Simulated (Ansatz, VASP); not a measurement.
**Ta: VASP beside Ansatz**

```xyz
1
Lattice="-1.6540 1.6540 1.6540 1.6540 -1.6540 1.6540 1.6540 1.6540 -1.6540" Properties=species:S:1:pos:R:3 pbc="T T T"
Ta    0.0000    0.0000    0.0000
```

Alike in both runs: task relaxation of cell and atoms; functional PBE; k mesh 24 × 24 × 24; occupations gaussian, width 0.1 eV; no spin polarisation.

```csv
,VASP,Ansatz
version,VASP 6.6.1,Ansatz 0.2.0
potentials or method,"VASP PAW PBE potentials, release 64 (Ta_pv), cutoff 600 eV","scalar-relativistic, plane waves, PAW"
valence electrons in the cell,11,13
```

```csv
,VASP,Ansatz,Ansatz less VASP
"gap on the k mesh at the Fermi level, each at its own relaxed structure (eV)",none,none,-
relaxed volume (Å³/atom),18.29,18.28,-0.012
relaxed length of the cell vector where the two differ most in proportion (Å),2.875,2.874,-0.0006
```

A gap of «none» marks a metal or a gap that the smearing closes. VASP's potentials hold 11 valence electrons a cell and Ansatz's 13, so a difference there can come from the potentials and not from the codes.

Neither program's run includes spin-orbit coupling.
